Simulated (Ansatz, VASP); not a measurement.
BN: VASP beside Ansatz

```
CELL_PARAMETERS angstrom
0.00000 -1.81239 -1.81239
-1.81239 0.00000 -1.81239
1.81239 1.81239 -3.62479
ATOMIC_POSITIONS crystal
B 0.97007 0.04247 0.00000
B 0.52993 0.45753 0.50000
N 0.34437 0.41846 0.87500
N 0.90563 0.83154 0.37500
```

Change from the starting cell: mode 4 frozen in at -0.085 Å and mode 5 at +0.051 Å (largest displacements).

Alike in both runs: task single point; functional PBE; k mesh 6 × 6 × 6; occupations gaussian, width 0.05 eV; no spin polarisation.

|  | VASP | Ansatz |
| --- | --- | --- |
| version | VASP 6.6.1 | Ansatz 0.2.0 |
| potentials or method | VASP PAW PBE potentials, release 64 (B, N), cutoff 520 eV | scalar-relativistic, plane waves, PAW |
| valence electrons in the cell | 16 | 16 |

VASP gave:

```
gap on the k mesh at the Fermi level (eV)                     : 4.27
least direct gap on the mesh (eV)                             : 6.23
pressure (GPa)                                                : -0.1
traceless stress, the component that is largest in VASP (GPa) : -1.99
rms of the force components (eV/Å)                            : 0.608
```

Q: Which values does Ansatz return?

A: gap on the k mesh at the Fermi level (eV): 4.28; least direct gap on the mesh (eV): 6.24; pressure (GPa): -0.3; traceless stress, the component that is largest in VASP (GPa): -2.00; rms of the force components (eV/Å): 0.608.

Atom by atom the forces differ by 0.001 eV/Å (rms over components). With one functional, cell and mesh, what is left measures potentials, basis and numerics.

The k mesh is coarse, so the values compare programs but aren't converged.
